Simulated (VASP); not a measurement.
Write the native input for VASP 6.6.1 that does the following.

- Task: single point
- Functional: PBE0
- Potentials or basis: VASP PAW PBE potentials, release 64 (Ba_sv, Te)
- Cutoff: 520 eV
- k mesh: 4 × 4 × 4
- Occupations: gaussian, width 0.01 eV
- Spin: no spin polarisation
- Dipole correction: no
- Grid for exact exchange (PRECFOCK): Normal
- Further INCAR settings: ALGO = Normal; EDIFF = 1e-07; NBANDS = 15

Crystal: BaTe.

```xyz
2
Lattice="0.0000 3.9142 3.9142 3.9142 0.0000 3.9142 3.9142 3.9142 0.0000" Properties=species:S:1:pos:R:3 pbc="T T T"
Ba    0.0000    0.0000    0.0000
Te    1.9571    1.9571    1.9571
```

These files were run (other wordings do the same):

POSCAR

```
BaTe
1.0
    0.0000000000      3.9141586629      3.9141586629
    3.9141586629      0.0000000000      3.9141586629
    3.9141586629      3.9141586629      0.0000000000
Ba Te
1 1
Direct
    0.0000000000      0.0000000000      0.0000000000
    0.2500000000      0.2500000000      0.2500000000
```

INCAR.step1

```
SYSTEM = BaTe
PREC = Accurate
ENCUT = 520
EDIFF = 1E-5
ISMEAR = 0
SIGMA = 0.01
LREAL = .False.
LASPH = .True.
NELM = 80
ALGO = Normal
ISIF = 2
LWAVE = .True.
LCHARG = .False.
GGA = PE
NBANDS = 15
```

INCAR.step2

```
SYSTEM = BaTe
PREC = Accurate
ENCUT = 520
EDIFF = 1E-7
ISMEAR = 0
SIGMA = 0.01
LREAL = .False.
LASPH = .True.
NELM = 80
ALGO = Normal
ISIF = 2
LWAVE = .False.
LCHARG = .False.
GGA = PE
LHFCALC = .True.
AEXX = 0.25
PRECFOCK = Normal
ISTART = 1
NBANDS = 15
```

KPOINTS

```
regular mesh
0
Gamma
  4 4 4
  0 0 0
```

Potentials or basis: VASP PAW PBE potentials, release 64 (Ba_sv, Te).

Launch:

```sh
$ cat potpaw_PBE.64/Ba_sv/POTCAR potpaw_PBE.64/Te/POTCAR > POTCAR
$ cp INCAR.step1 INCAR
$ mpirun -np 1 vasp_std > vasp.out
$ cp INCAR.step2 INCAR
$ mpirun -np 1 vasp_std > vasp.out
```

It gave:

| Quantity | Value |
| --- | --- |
| Pressure | 0.0 GPa |
| Band gap on the k mesh | 3.98 eV, indirect (least direct gap 4.41 eV) |

Caveat: the PAW data sets were made with another functional, which shifts forces and pressure a little; spin-orbit coupling is left out, which moves the levels of the heavy elements.

It took 7.3 min on 1 thread of Intel(R) Xeon(R) Platinum 8481C CPU @ 2.70GHz (Sapphire Rapids) (shared host), peak memory 0.29 GiB.
